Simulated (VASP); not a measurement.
# Cu (Fm-3m) in VASP: further runs

Runs on Cu. Level: PBE. Tasks: single point.

Program: VASP 6.6.1. These are calculated values, not measurements. Logs are shortened: lines on timing, memory, paths and dates and some standing lists are left out, and cuts for length are marked.

## (1) The cell of the first run

The structure is cubic, space group Fm-3m (No. 225). The conventional cell has a = 3.630 Å, b = 3.630 Å, c = 3.630 Å, α = 90.00°, β = 90.00°, γ = 90.00°. Cu (site symmetry m-3m) has 12 Cu at 2.57 Å within 3.4 Å.

## (2) Single point, PBE, non-collinear spin, zero start, spin-orbit coupling

INCAR reads:

```
SYSTEM = Cu
ALGO = Normal
EDIFF = 1E-6
ENCUT = 520
GGA = PE
GGA_COMPAT = .False.
ISIF = 2
ISMEAR = 0
LASPH = .True.
LCHARG = .False.
LMAXMIX = 4
LORBIT = 11
LORBMOM = .True.
LREAL = .False.
LSORBIT = .True.
LWAVE = .False.
MAGMOM = 0 0 0
NBANDS = 22
NELM = 150
PREC = Accurate
SIGMA = 0.05
```

KPOINTS reads:

```
k-points
0
Gamma
  20 20 20
  0 0 0
```

POSCAR reads:

```
Cu
1.0
    0.0000000000      1.8147843677      1.8147843677
    1.8147843677      0.0000000000      1.8147843677
    1.8147843677      1.8147843677      0.0000000000
Cu
1
Direct
    0.0000000000      0.0000000000      0.0000000000
```

Potentials or basis: VASP PAW PBE potentials, release 64 (Cu).

Run with:

```console
> cat potpaw_PBE.64/Cu/POTCAR > POTCAR
> mpirun -np 1 vasp_ncl > vasp.out
```

OUTCAR:

```text
SYSTEM = Cu
   EDIFF = 1E-6
   ENCUT = 520
   GGA = PE
   ISIF = 2
   ISMEAR = 0
   LASPH = .True.
   LORBIT = 11
   LREAL = .False.
   LSORBIT = .True.
   NELM = 150
   PREC = Accurate

 ion  position               nearest neighbor table
   1  0.000  0.000  0.000-

  LATTYP: Found a face centered cubic cell.
 ALAT       =     3.6295687354

  Lattice vectors:

 A1 = (   0.0000000000,   1.8147843677,   1.8147843677)
 A2 = (   1.8147843677,   0.0000000000,   1.8147843677)
 A3 = (   1.8147843677,   1.8147843677,   0.0000000000)

Analysis of symmetry for initial positions (statically):
=====================================================================
 Subroutine PRICEL returns:
 Original cell was already a primitive cell.

 Routine SETGRP: Setting up the symmetry group for a
 face centered cubic supercell.

 Subroutine GETGRP returns: Found 48 space group operations
 (whereof 48 operations were pure point group operations)
 out of a pool of 48 trial point group operations.

The static configuration has the point symmetry O_h .

Analysis of symmetry for dynamics (positions and initial velocities):
=====================================================================
 Subroutine PRICEL returns:
 Original cell was already a primitive cell.

 Routine SETGRP: Setting up the symmetry group for a
 face centered cubic supercell.

 Subroutine GETGRP returns: Found 48 space group operations
 (whereof 48 operations were pure point group operations)
 out of a pool of 48 trial point group operations.

The dynamic configuration has the point symmetry O_h .

Analysis of structural, dynamic, and magnetic symmetry:
=====================================================================
 Subroutine PRICEL returns:
 Original cell was already a primitive cell.

 Routine SETGRP: Setting up the symmetry group for a
 face centered cubic supercell.

 Subroutine GETGRP returns: Found 48 space group operations
 (whereof 48 operations were pure point group operations)
 out of a pool of 48 trial point group operations.

The overall configuration has the point symmetry O_h .

 Subroutine INISYM returns: Found 48 space group operations
 (whereof 48 operations are pure point group operations),
 and found     1 'primitive' translations

----------------------------------------------------------------------------------------

                                     Primitive cell

  volume of cell :      11.9538
[... 139 lines left out ...]

 val. band max:        7.3944001438   @ k =   0.5000   0.2500   0.1000
 cond. band min:       7.4602439352   @ k =   0.5000   0.3500   0.1500
 fundamental gap:      0.0658437914
 Fermi energy:         7.4019897662

 k-point     1 :       0.0000    0.0000    0.0000
  band No.  band energies     occupation
      1      -1.8229      1.00000
      2      -1.8229      1.00000
      3       4.3679      1.00000
      4       4.3679      1.00000
      5       4.3679      1.00000
      6       4.3679      1.00000
[... 589 lines left out ...]
     21      32.7295      0.00000
     22      32.7295      0.00000

 [... further k-points ...]
[... 5 lines left out ...]
  --------------------------------------------------------------------------------------
  -------------------------------------------------------------------------------------
  Total        0.0497334      0.0497334      0.0497334     -0.0000000      0.0000000      0.0000000
  in kB        6.6658161      6.6658161      6.6658161     -0.0000000      0.0000000      0.0000000
  external PRESSURE =       6.6658161 kB  Pullay stress =       0.0000000 kB

 VOLUME and BASIS-vectors are now :
 -----------------------------------------------------------------------------
  energy-cutoff  :      520.00
  volume of cell :       11.95
      direct lattice vectors                 reciprocal lattice vectors
     0.000000000  1.814784368  1.814784368    -0.275514826  0.275514826  0.275514826
     1.814784368  0.000000000  1.814784368     0.275514826 -0.275514826  0.275514826
     1.814784368  1.814784368  0.000000000     0.275514826  0.275514826 -0.275514826

 POSITION                                       TOTAL-FORCE (eV/Angst)
 -----------------------------------------------------------------------------------
      0.00000      0.00000      0.00000        -0.000000      0.000000     -0.000000
 -----------------------------------------------------------------------------------
    total drift:                               -0.000000     -0.000000     -0.000000

  FREE ENERGIE OF THE ION-ELECTRON SYSTEM (eV)
  ---------------------------------------------------
  free  energy   TOTEN  =        -3.7354278055 eV

  energy  without entropy=       -3.7351299338  energy(sigma->0) =       -3.73527887

 orbital moment (x)

 # of ion     p       d       tot
 ----------------------------------------
  1        -0.000  -0.000  -0.000
 ----------------------------------------
           -0.000  -0.000  -0.000

 orbital moment (y)

 # of ion     p       d       tot
 ----------------------------------------
  1         0.000   0.000   0.000
 ----------------------------------------
            0.000   0.000   0.000

 orbital moment (z)

 # of ion     p       d       tot
 ----------------------------------------
  1         0.000   0.000   0.000
 ----------------------------------------
            0.000   0.000   0.000

 Spin-Orbit-Coupling matrix elements

 Ion:    1  E_soc:     -0.0130361
 l=   1
     0.0000000    -0.0003428    -0.0003428
    -0.0003428     0.0000000    -0.0003428
    -0.0003428    -0.0003428     0.0000000
 l=   2
     0.0000000    -0.0003772     0.0000000    -0.0003772    -0.0014528
    -0.0003772     0.0000000    -0.0010896    -0.0003772    -0.0003632
     0.0000000    -0.0010896     0.0000000    -0.0010896     0.0000000
    -0.0003772    -0.0003772    -0.0010896     0.0000000    -0.0003632
    -0.0014528    -0.0003632     0.0000000    -0.0003632     0.0000000
 l=   3
     0.0000000     0.0000000     0.0000000     0.0000000     0.0000000     0.0000000     0.0000000
     0.0000000     0.0000000     0.0000000     0.0000000     0.0000000     0.0000000     0.0000000
     0.0000000     0.0000000     0.0000000     0.0000000     0.0000000     0.0000000     0.0000000
     0.0000000     0.0000000     0.0000000     0.0000000     0.0000000     0.0000000     0.0000000
     0.0000000     0.0000000     0.0000000     0.0000000     0.0000000     0.0000000     0.0000000
     0.0000000     0.0000000     0.0000000     0.0000000     0.0000000     0.0000000     0.0000000
     0.0000000     0.0000000     0.0000000     0.0000000     0.0000000     0.0000000     0.0000000

 total charge

# of ion       s       p       d       tot
------------------------------------------
    1        0.444   0.374   9.172   9.989

 magnetization (x)

# of ion       s       p       d       tot
------------------------------------------
    1        0.000   0.000   0.000   0.000

 magnetization (y)

# of ion       s       p       d       tot
------------------------------------------
    1        0.000  -0.000   0.000  -0.000

 magnetization (z)

# of ion       s       p       d       tot
------------------------------------------
    1        0.000  -0.000   0.000   0.000
```

stdout:

```text
POSCAR found type information on POSCAR Cu
 POSCAR found :  1 types and       1 ions
 scaLAPACK will be used
 LDA part: xc-table for (Slater+PW92), standard interpolation
 POSCAR, INCAR and KPOINTS ok, starting setup
 FFT: planning ... GRIDC
 FFT: planning ... GRID_SOFT
 FFT: planning ... GRID
 WAVECAR not read
 entering main loop
```

Run time: 4.5 min. Hardware: 1 thread of AMD EPYC 7R13, shared host; peak memory 0.19 GiB.

Results:

* Free energy: -3.7354 eV
* Pressure: 0.7 GPa
* Net moment: 0.00 μB per cell
* Valence electrons inside the program's atomic spheres: Cu 9.99

Moments on the atoms (μB; x, y, z):
```
Cu  0.00 0.00 0.00
```

## (3) Single point, PBE

INCAR reads:

```
SYSTEM = Cu
ALGO = Normal ; EDIFF = 1E-6
ENCUT = 600 ; GGA = PE
GGA_COMPAT = .FALSE. ; ISIF = 2
ISMEAR = 0 ; LASPH = .TRUE.
LCHARG = .FALSE. ; LREAL = .FALSE.
LWAVE = .FALSE. ; NBANDS = 12
NELM = 120 ; PREC = Accurate
SIGMA = 0.05
```

KPOINTS reads:

```
k-points
0
G
  10 10 10
  0 0 0
```

POSCAR reads:

```
Cu
1.0
    0.0000000000      1.8154809671      1.8154809671
    1.8154809671      0.0000000000      1.8154809671
    1.8154809671      1.8154809671      0.0000000000
Cu
1
Direct
    0.0000000000      0.0000000000      0.0000000000
```

Potentials or basis: VASP PAW PBE potentials, release 64 (Cu).

Run with:

```console
> cat potpaw_PBE.64/Cu/POTCAR > POTCAR
> mpirun -np 1 vasp_std > vasp.out
```

Run time: 8.9 s. Hardware: 1 thread of Intel Xeon 6975P-C, shared host; peak memory 0.14 GiB.

The run converged. Its results:

| Item | Value |
| --- | --- |
| Free energy | -3.7138 eV |
| Pressure | 0.8 GPa |

Levels at points of the mesh, in eV from the Fermi level:
```csv
k point,band 4,band 5,band 6,band 7,band 8,band 9
"(0.00, 0.00, 0.00)",-2.86,-2.06,-2.06,22.61,25.15,25.15
"(0.50, 0.00, 0.00)",-1.50,-1.50,-0.84,3.81,21.11,21.99
"(0.50, 0.50, 0.00)",-1.36,-1.36,1.63,7.14,13.10,13.10
```

## (4) Single point, PBE, non-collinear spin, zero start, spin-orbit coupling

This run uses another cell than the first one, of 11.92 Å³/atom, 0.997 times its volume.

INCAR reads:

```
PREC = Accurate
ENCUT = 600
EDIFF = 1E-6
ISMEAR = 0
SIGMA = 0.05
LREAL = F
LASPH = T
NELM = 200
ALGO = Normal
ISIF = 2
LWAVE = F
LCHARG = F
MAGMOM = 0 0 0
LORBIT = 11
LSORBIT = T
GGA_COMPAT = F
LORBMOM = T
LMAXMIX = 4
GGA = PE
NBANDS = 22
```

KPOINTS reads:

```
regular mesh
0
Gamma
  20 20 20
```

POSCAR reads:

```
Cu
1.0
    0.0000000000      1.8130570911      1.8130570911
    1.8130570911      0.0000000000      1.8130570911
    1.8130570911      1.8130570911      0.0000000000
Cu
1
Direct
    0.0000000000      0.0000000000      0.0000000000
```

Run with:

```console
> cat potpaw_PBE.64/Cu/POTCAR > POTCAR
> mpirun -np 1 vasp_ncl > vasp.out
```

Run time: 2 min. Hardware: 1 thread of Intel Xeon 6975P-C, shared host; peak memory 0.25 GiB.

It converged, with:

| Property | Result |
| --- | --- |
| Free energy | -3.7353 eV |
| Pressure | 1.1 GPa |
| Net moment | 0.00 μB per cell |
| Valence electrons inside the program's atomic spheres | Cu 9.99 |

Moments on the atoms (μB; x, y, z):
```
Cu  0.00 0.00 0.00
```

## (5) Single point, PBE, non-collinear spin, zero start, spin-orbit coupling

INCAR reads:

```
ALGO     = Normal         # electronic algorithm
EDIFF    = 1E-6           # SCF threshold, eV
ENCUT    = 600            # plane-wave cutoff, eV
GGA      = PE             # functional
GGA_COMPAT= F            
ISIF     = 2              # what is computed and relaxed
ISMEAR   = 0              # smearing method
LASPH    = T              # aspherical terms in the spheres
LCHARG   = F              # write CHGCAR
LMAXMIX  = 4              # l up to which the mixer works
LORBIT   = 11             # projections on sites
LORBMOM  = T            
LREAL    = F              # projectors in reciprocal space
LSORBIT  = T              # spin-orbit coupling
LWAVE    = F              # write WAVECAR
MAGMOM   = 0 0 0          # initial moments
NBANDS   = 22             # bands
NELM     = 200            # most SCF steps
PREC     = Accurate       # precision mode
SIGMA    = 0.05           # smearing width, eV
```

KPOINTS reads:

```
k-points
0
Gamma
  20 20 20
```

POSCAR reads:

```
Cu
1.0
    0.0000000000      1.8154809671      1.8154809671
    1.8154809671      0.0000000000      1.8154809671
    1.8154809671      1.8154809671      0.0000000000
Cu
1
Direct
    0.0000000000      0.0000000000      0.0000000000
```

Run with:

```console
> cat potpaw_PBE.64/Cu/POTCAR > POTCAR
> mpirun -np 1 vasp_ncl > vasp.out
```

Wall time 2.7 min (1 thread of Intel Xeon 6975P-C, shared host); peak memory 0.28 GiB.

Results (log left out):

```yaml
Free_energy: -3.7355 eV
Pressure: 0.6 GPa
Net_moment: 0.00 μB per cell
Valence_electrons_inside_the_program's_atomic_spheres: Cu 9.99
```

Moments on the atoms (μB; x, y, z):
```
Cu  0.00 0.00 0.00
```

## (6) The runs side by side

| spin | cell | k mesh | cutoff (eV) | pressure (GPa) | moment (μB) |
| --- | --- | --- | --- | --- | --- |
| non-collinear, zero start, SOC | a = 2.566 Å, angles 60.0°, 1 atom | 20 × 20 × 20 | 520 | 0.7 | 0.00 |
| off | a = 2.567 Å, angles 60.0°, 1 atom | 10 × 10 × 10 | 600 | 0.8 | - |
| non-collinear, zero start, SOC | a = 2.564 Å, angles 60.0°, 1 atom | 20 × 20 × 20 | 600 | 1.1 | 0.00 |
| non-collinear, zero start, SOC | a = 2.567 Å, angles 60.0°, 1 atom | 20 × 20 × 20 | 600 | 0.6 | 0.00 |

Alike in all rows: task single point; level PBE; potentials or basis VASP PAW PBE potentials, release 64 (Cu); smearing gaussian 0.05 eV.

Absolute energies hang on the potentials; compare differences alone.
